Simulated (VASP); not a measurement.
The system is C.

```
CELL_PARAMETERS angstrom
0.00000 2.06000 2.06000
2.06000 0.00000 2.06000
2.06000 2.06000 0.00000
ATOMIC_POSITIONS crystal
C 0.00000 0.00000 0.00000
C 0.25000 0.25000 0.25000
```

* Program: VASP 6.6.1
* Task: relaxation of cell and atoms
* Functional: PBE
* Potentials or basis: VASP PAW PBE potentials, release 64 (C)
* Cutoff: 600 eV
* k mesh: 10 × 10 × 10
* Occupations: fermi-dirac, width 0.05 eV
* Spin: no spin polarisation

At the start: pressure -80.1 GPa; volume 8.74 Å³/atom.

Q: How do energy, volume and symmetry change on relaxing?

A: Over 7 steps the energy falls by 1093.3 meV/atom and the volume is 5.69 Å³/atom (-34.9 %); space group Fd-3m (No. 227, to 0.05 Å).

The path:
```tsv
step	energy change (eV)	largest force (eV/Å)	pressure (GPa)	volume (Å³)
1	0.0000	0.0000	-80.12	17.48
2	-0.7486	0.0000	204.32	8.59
3	-2.1829	0.0000	-6.60	11.57
4	-2.1864	0.0000	-1.62	11.43
5	-2.1862	0.0000	2.38	11.33
6	-2.1861	0.0000	-2.53	11.46
7	-2.1867	0.0000	0.01	11.39
```

Final structure:
```
C
1.0
     0.00000    1.78578    1.78578
     1.78578    0.00000    1.78578
     1.78578    1.78578    0.00000
C
2
Cartesian
  0.0000 0.0000 0.0000
  0.8929 0.8929 0.8929
```

Caveat: the volume moved by over 15 % at a fixed basis, so the end points are rough.
